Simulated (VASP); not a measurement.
# Hg: single point with r2SCAN

The system is Hg.

```
Hg
1.0
     1.87786    1.08418    2.15473
    -1.87786    1.08418    2.15473
     0.00000   -2.16837    2.15473
Hg
1
Direct
  0.00000 0.00000 0.00000
```

```json
{"Program": "VASP 6.6.1", "Task": "single point", "Functional": "r2SCAN", "Potentials or basis": "VASP PAW PBE potentials, release 64 (Hg)", "Cutoff": "520 eV", "k mesh": "11 × 11 × 11", "Occupations": "methfessel-paxton, width 0.03 eV", "Spin": "no spin polarisation", "Dipole correction": "no", "Further INCAR settings": "ALGO = Normal; EDIFF = 1e-07; NBANDS = 12"}
```

The pressure is 0.5 GPa and the band gap on the k mesh is zero (bands 6 and 7 overlap by 2.63 eV).

Stress tensor (GPa, compression positive):
```
0.26 0.00 0.00
0.00 0.26 0.00
0.00 0.00 0.86
```

Levels at points of the mesh, in eV from the Fermi level:
```csv
k point,band 4,band 5,band 6,band 7,band 8,band 9
"(0.00, 0.00, 0.00)",-6.47,-6.47,-6.46,11.38,11.38,11.61
```

Wall time 57 s on 1 thread of Intel(R) Xeon(R) 6975P-C (Granite Rapids) (shared host), peak memory 0.17 GiB.

Caveat: the PAW data sets were made with another functional, which shifts forces and pressure a little; spin-orbit coupling is left out, which moves the levels of the heavy elements.
